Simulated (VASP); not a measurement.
# MgO (Cmcm) in VASP: relaxation of cell and atoms with PBE

Aim: the relaxation of cell and atoms of MgO with PBE.

Program: VASP 6.6.1. These are calculated values, not measurements. Logs are shortened: lines on timing, memory, paths and dates and some standing lists are left out, and cuts for length are marked.

## (1) The cell of the first run

Symmetry: Cmcm, No. 63, orthorhombic system. The conventional cell has a = 3.086 Å, b = 8.131 Å, c = 3.073 Å, α = 90.00°, β = 90.00°, γ = 90.00°. Within 3.1 Å of Mg (site symmetry m2m) lie 7 O at 2.25 to 2.38 Å and 10 Mg at 2.76 to 3.09 Å. Within 2.6 Å of O (site symmetry m2m) lie 2 O at 1.99 Å and 7 Mg at 2.25 to 2.38 Å.

## (2) Relaxation of cell and atoms, PBE

INCAR

```
SYSTEM = MgO
PREC = Accurate
ENCUT = 1340
EDIFF = 1E-7
ISMEAR = 0
SIGMA = 0.1
LREAL = .FALSE.
LASPH = .TRUE.
NELM = 120
ALGO = Normal
ISIF = 3
LWAVE = .FALSE.
LCHARG = .FALSE.
GGA = PE
IBRION = 2
NSW = 90
EDIFFG = -0.04
GGA_COMPAT = .FALSE.
NELMIN = 4
```

KPOINTS

```
regular mesh
0
G
  6 6 6
  0 0 0
```

POSCAR

```
MgO
1.0
    1.5430066409     -4.0653551694      0.0000000000
    1.5430066409      4.0653551694      0.0000000000
    0.0000000000      0.0000000000      3.0728952657
Mg O
2 2
Direct
    0.3544000000      0.6456000000      0.7500000000
    0.6456000000      0.3544000000      0.2500000000
    0.0776000000      0.9224000000      0.7500000000
    0.9224000000      0.0776000000      0.2500000000
```

Potentials or basis: VASP PAW PBE potentials, release 64 (Mg_sv, O_h).

Launch:

```console
$ cat potpaw_PBE.64/Mg_sv/POTCAR potpaw_PBE.64/O_h/POTCAR > POTCAR
$ mpirun -np 1 vasp_std > vasp.out
```

OUTCAR:

```text
SYSTEM = MgO
   PREC = Accurate
   ENCUT = 1340
   EDIFF = 1E-7
   ISMEAR = 0
   LREAL = .FALSE.
   LASPH = .TRUE.
   NELM = 120
   ISIF = 3
   GGA = PE
   IBRION = 2
   NSW = 90
   EDIFFG = -0.04
   NELMIN = 4

 ion  position               nearest neighbor table
   1  0.354  0.646  0.750-
   2  0.646  0.354  0.250-
   3  0.078  0.922  0.750-
   4  0.922  0.078  0.250-

  LATTYP: Found a base centered orthorhombic cell.
 ALAT       =     3.0860132818
 B/A-ratio  =     2.6346971307
 C/A-ratio  =     0.9957492030

  Lattice vectors:

 A1 = (   1.5430066409,  -4.0653551694,   0.0000000000)
 A2 = (   1.5430066409,   4.0653551694,   0.0000000000)
 A3 = (   0.0000000000,   0.0000000000,   3.0728952657)

Analysis of symmetry for initial positions (statically):
=====================================================================
 Subroutine PRICEL returns:
 Original cell was already a primitive cell.

 Routine SETGRP: Setting up the symmetry group for a
 base centered orthorhombic supercell.

 Subroutine GETGRP returns: Found  8 space group operations
 (whereof  4 operations were pure point group operations)
 out of a pool of  8 trial point group operations.

The static configuration has the point symmetry C_2h.
 The point group associated with its full space group is D_2h.

Analysis of symmetry for dynamics (positions and initial velocities):
=====================================================================
 Subroutine PRICEL returns:
 Original cell was already a primitive cell.

 Routine SETGRP: Setting up the symmetry group for a
 base centered orthorhombic supercell.

 Subroutine GETGRP returns: Found  8 space group operations
 (whereof  4 operations were pure point group operations)
 out of a pool of  8 trial point group operations.

The dynamic configuration has the point symmetry C_2h.
 The point group associated with its full space group is D_2h.

 Subroutine INISYM returns: Found  8 space group operations
 (whereof  4 operations are pure point group operations),
 and found     1 'primitive' translations

----------------------------------------------------------------------------------------

                                     Primitive cell

  volume of cell :      38.5517

[... 112 lines left out ...]
     AMIX_MAG =   1.60;   BMIX_MAG =  1.00
  volume/ion in A,a.u.               =       9.64        65.04
  Fermi-wavevector in a.u.,A,eV,Ry     =   1.538545  2.907428 32.206624  2.367120
  Thomas-Fermi vector in A             =   2.644898
   LORBIT       =      0    0 simple, 1 ext, 2 COOP (PROOUT), +10 PAW based schemes
   GGA     = PE    functional components
   LHFCALC =     F    Hartree Fock is set to
   AEXX    =    0.0000 exact exchange contribution
   IVDW    =     0    specifies the selected vdW correction
   LEPSILON=     F    determine dielectric tensor
   LRPA    =     F    only Hartree local field effects (RPA)
 conjugate gradient relaxation of ions
 non-spin polarized calculation
 Gauss-broadening in eV      SIGMA  =   0.10
  energy-cutoff  :     1340.00
  volume of cell :       38.55
 maximum number of plane-waves:      4324
 NGX is ok and might be reduce to    54
   NGX = 25   NGY = 25   NGZ = 19

--------------------------------------- Ionic step        1  -------------------------------------------

 number of electron      31.9999998 magnetization

 Free energy of the ion-electron system (eV)
  ---------------------------------------------------
  ext. energy  EPLUGINS =         0.00000000
  ---------------------------------------------------
  free energy    TOTEN  =       -17.97728009 eV

  energy without entropy =      -17.97719443  energy(sigma->0) =      -17.97723726

------------------------ aborting loop because EDIFF is reached ----------------------------------------

  FORCE on cell =-STRESS in cart. coord.  units (eV):
  Direction    XX          YY          ZZ          XY          YZ          ZX
  --------------------------------------------------------------------------------------
  -------------------------------------------------------------------------------------
  Total       -6.4301558      7.0920662     12.3607236      0.0000000     -0.0000000      0.0000000
  in kB     -267.2317383    294.7401629    513.7010270      0.0000000     -0.0000000      0.0000000
  external PRESSURE =     180.4031505 kB  Pullay stress =       0.0000000 kB
[... 95 lines left out ...]
  FREE ENERGIE OF THE ION-ELECTRON SYSTEM (eV)
  ---------------------------------------------------
  free  energy   TOTEN  =       -21.9148942420 eV

  energy  without entropy=      -21.9148942420  energy(sigma->0) =      -21.91489424

[... ionic steps 4 to 18 ...]

--------------------------------------- Ionic step       19  -------------------------------------------

 number of electron      31.9999995 magnetization

------------------------ aborting loop because EDIFF is reached ----------------------------------------
[... 71 lines left out ...]
--------------------------------------- Ionic step       21  -------------------------------------------

 number of electron      32.0000007 magnetization

 Free energy of the ion-electron system (eV)
  ---------------------------------------------------
  ext. energy  EPLUGINS =         0.00000000
  ---------------------------------------------------
  free energy    TOTEN  =       -22.89395579 eV

  energy without entropy =      -22.89395579  energy(sigma->0) =      -22.89395579

 E-fermi :   2.4721     XC(G=0): -10.2177

 val. band max:        1.8429249043   @ k =   0.5000   0.5000   0.0000
 cond. band min:       4.8945922911   @ k =   0.0000   0.0000   0.0000
 fundamental gap:      3.0516673868
 Fermi energy:         2.4720592037

 k-point     1 :       0.0000    0.0000    0.0000
  band No.  band energies     occupation
      1     -70.6231      2.00000
      2     -70.6167      2.00000
      3     -37.4754      2.00000
      4     -37.4315      2.00000
      5     -37.3262      2.00000
      6     -37.3262      2.00000
[... 541 lines left out ...]
     19      13.3537      0.00000
     20      13.6055      0.00000

 [... further k-points ...]

------------------------ aborting loop because EDIFF is reached ----------------------------------------

  FORCE on cell =-STRESS in cart. coord.  units (eV):
  Direction    XX          YY          ZZ          XY          YZ          ZX
  --------------------------------------------------------------------------------------
  -------------------------------------------------------------------------------------
  Total       -0.0327364      0.1084814     -0.0645122      0.0000000     -0.0000000      0.0000000
  in kB       -1.1571003      3.8343809     -2.2802482      0.0000000     -0.0000000      0.0000000
  external PRESSURE =       0.1323442 kB  Pullay stress =       0.0000000 kB
[... 19 lines left out ...]
  FREE ENERGIE OF THE ION-ELECTRON SYSTEM (eV)
  ---------------------------------------------------
  free  energy   TOTEN  =       -22.8939557856 eV

  energy  without entropy=      -22.8939557856  energy(sigma->0) =      -22.89395579

 reached required accuracy - stopping structural energy minimisation
```

OSZICAR:

```text
N       E                     dE             d eps       ncg     rms          rms(c)
DAV:   1     0.547303082942E+03    0.54730E+03   -0.34722E+04  2080   0.365E+03
DAV:   2     0.424435969691E+02   -0.50486E+03   -0.48631E+03  2320   0.828E+02
[... 227 lines left out ...]
DAV:   2    -0.228957466534E+02   -0.75711E-01   -0.10159E+00  2332   0.863E+00    0.762E-01
DAV:   3    -0.228948966777E+02    0.84998E-03   -0.56999E-02  2456   0.203E+00    0.281E-01
DAV:   4    -0.228939922862E+02    0.90439E-03   -0.25308E-03  3276   0.559E-01    0.897E-02
DAV:   5    -0.228939473900E+02    0.44896E-04   -0.29946E-04  3668   0.192E-01    0.394E-02
DAV:   6    -0.228939550517E+02   -0.76617E-05   -0.41210E-05  2852   0.853E-02    0.858E-03
DAV:   7    -0.228939557081E+02   -0.65642E-06   -0.44895E-06  2424   0.215E-02    0.245E-03
DAV:   8    -0.228939557856E+02   -0.77514E-07   -0.22218E-07  2060   0.748E-03
  21 F= -.22893956E+02 E0= -.22893956E+02  d E =-.310289E-02
```

Wall time 38 min (1 thread of Intel Xeon Platinum 8488C (Sapphire Rapids), shared host); peak memory 0.45 GiB.

What came out:

```yaml
Free_energy: -22.8940 eV
Relaxed_volume: 11.33 Å³/atom
Relaxed_cell: a = 5.550 Å, b = 5.550 Å, c = 2.929 Å, α = 90.00°, β = 90.00°, γ = 149.85°
Space_group_after_relaxing_to_0.1_Å: Cmcm (No. 63)
Energy_gained_by_relaxing: 1229.2 meV/atom
Ionic_steps: 21
Pressure_after_relaxing: 0.0 GPa
Largest_force_after_relaxing: 0.027 eV/Å
Band_gap_on_the_k_mesh: 3.05 eV (least direct gap 3.13 eV)
```

Forces in eV/Å, atoms in the order of the input:
```
Mg   0.000  0.000  0.000
Mg   0.000  0.000  0.000
O    0.000  0.027  0.000
O    0.000 -0.027  0.000
```

Stress tensor (GPa, compression positive):
```
-0.12  0.00  0.00
 0.00  0.38  0.00
 0.00  0.00 -0.23
```

Step by step:
| step | energy change (eV) | largest force (eV/Å) | pressure (GPa) | volume (Å³) |
| --- | --- | --- | --- | --- |
| 1 | 0.0000 | 8.6524 | 18.04 | 38.55 |
| 2 | -3.8591 | 0.2454 | -12.49 | 44.36 |
| 3 | -3.9376 | 1.0502 | -11.66 | 43.50 |
| 4 | -4.4434 | 0.1151 | 0.83 | 39.31 |
| 5 | -4.4667 | 0.4089 | 4.53 | 38.46 |
| 6 | -4.6490 | 0.5655 | 4.50 | 38.92 |
| 7 | -4.6773 | 0.8562 | 6.50 | 39.22 |
| 8 | -4.8034 | 0.5114 | -0.30 | 42.36 |
| 9 | -4.8100 | 0.4610 | -1.85 | 43.28 |
| 10 | -4.8546 | 0.3434 | 0.99 | 42.79 |
| 11 | -4.8583 | 0.2921 | 2.21 | 42.60 |
| 12 | -4.8887 | 0.1450 | 1.45 | 43.05 |
| 13 | -4.8988 | 0.0387 | 1.06 | 43.49 |
| 14 | -4.9059 | 0.0285 | 0.06 | 43.97 |
| 15 | -4.9066 | 0.0540 | -0.36 | 44.18 |
| 16 | -4.9104 | 0.0659 | 0.20 | 44.26 |
| 17 | -4.9111 | 0.0793 | 0.55 | 44.31 |
| 18 | -4.9131 | 0.0720 | 0.08 | 44.63 |
| 19 | -4.9136 | 0.0688 | -0.29 | 44.89 |
| 20 | -4.9152 | 0.0504 | -0.21 | 45.02 |
| 21 | -4.9167 | 0.0266 | 0.01 | 45.33 |

Final structure:
```
Mg O
1.0
     1.44362   -5.35942    0.00000
     1.44362    5.35942    0.00000
     0.00000    0.00000    2.92935
Mg O
2 2
Direct
  0.34909 0.65091 0.75000
  0.65091 0.34909 0.25000
  0.14684 0.85316 0.75000
  0.85316 0.14684 0.25000
```

Levels at points of the mesh, in eV from the valence-band top:
| k point | band 14 | band 15 | band 16 | band 17 | band 18 | band 19 |
| --- | --- | --- | --- | --- | --- | --- |
| (0.00, 0.00, 0.00) | -0.19 | -0.11 | -0.08 | 3.05 | 9.03 | 9.69 |
| (0.50, 0.00, 0.00) | -0.64 | -0.43 | -0.37 | 5.79 | 8.24 | 9.86 |
| (0.50, 0.50, 0.00) | -0.63 | -0.21 | 0.00 | 5.11 | 6.63 | 10.58 |
| (0.00, 0.00, 0.50) | -1.26 | -0.29 | -0.29 | 7.47 | 7.47 | 9.78 |
| (0.50, 0.00, 0.50) | -2.09 | -0.66 | -0.66 | 8.19 | 8.19 | 10.44 |
| (0.50, 0.50, 0.50) | -0.75 | -0.29 | -0.29 | 6.60 | 6.60 | 10.73 |

Caveat: the volume moved by over 15 % at a fixed basis, so the end points are rough.
